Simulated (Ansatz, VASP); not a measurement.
# Two plane-wave programs on MoS2

INCAR

```
SYSTEM = MoS2
ALGO = Normal ; EDIFF = 1E-6
EDIFFG = -0.005 ; ENCUT = 600
GGA = PS ; IBRION = 2
ISIF = 3 ; ISMEAR = 0
LASPH = .True. ; LCHARG = .False.
LREAL = .False. ; LWAVE = .False.
NELM = 100 ; NSW = 100
PREC = Accurate ; SIGMA = 0.02
```

KPOINTS

```
k-points
0
Gamma
  12 12 4
  0 0 0
```

POSCAR

```
MoS2
1.0
    3.1406367625      0.0000000000      0.0000000000
   -1.5703183812      2.7198712203      0.0000000000
    0.0000000000      0.0000000000     12.5226634569
Mo S
2 4
Direct
    0.3333333333      0.6666666667      0.2500000000
    0.6666666667      0.3333333333      0.7500000000
    0.3333333333      0.6666666667      0.6254538963
    0.6666666667      0.3333333333      0.1254538963
    0.3333333333      0.6666666667      0.8745461037
    0.6666666667      0.3333333333      0.3745461037
```

Input for Ansatz:

```yaml
crystal:
  lattice:
    - [3.1406367549, 0.0, 0.0]
    - [-1.5703183775, 2.7198712138, 0.0]
    - [0.0, 0.0, 12.5226636386]
  atoms:
    - { symbol: Mo, position: [0.3333333333, 0.6666666667, 0.25] }
    - { symbol: Mo, position: [0.6666666667, 0.3333333333, 0.75] }
    - { symbol: S, position: [0.3333333333, 0.6666666667, 0.6254538984] }
    - { symbol: S, position: [0.6666666667, 0.3333333333, 0.1254538984] }
    - { symbol: S, position: [0.3333333333, 0.6666666667, 0.8745461016] }
    - { symbol: S, position: [0.6666666667, 0.3333333333, 0.3745461016] }
basis:
  ecutwfc: 420
kpoints:
  mp_grid: { grid: [12, 12, 4] }
hamiltonian:
  xc: pbesol
scf:
  occupations: { method: gaussian, width: 0.02 }
output:
  forces: true
  stress: true
  eigenvalues: true
relax:
  adjacent_minimum: "off"
  f_tol: 0.005
  max_steps: 80
  cell: { stress_tol: 0.05 }
```

Alike in both runs: task relaxation of cell and atoms; functional PBEsol; k mesh 12 × 12 × 4; occupations gaussian, width 0.02 eV; no spin polarisation.

|  | VASP | Ansatz |
| --- | --- | --- |
| version | VASP 6.6.1 | Ansatz 0.2.0 |
| potentials or method | VASP PAW PBE potentials, release 64 (Mo_sv, S), cutoff 600 eV | scalar-relativistic, plane waves, PAW |
| valence electrons in the cell | 52 | 52 |

Ansatz gave:

| Quantity | Value |
| --- | --- |
| gap on the k mesh at the Fermi level, each at its own relaxed structure (eV) | 0.98 |
| relaxed volume (Å³/atom) | 17.92 |
| relaxed length of the cell vector where the two differ most in proportion (Å) | 12.579 |

Task: Which values does VASP return?

Result: gap on the k mesh at the Fermi level, each at its own relaxed structure (eV): 0.97; relaxed volume (Å³/atom): 17.84; relaxed length of the cell vector where the two differ most in proportion (Å): 12.522.

VASP's potentials were made for PBE, not for PBEsol.
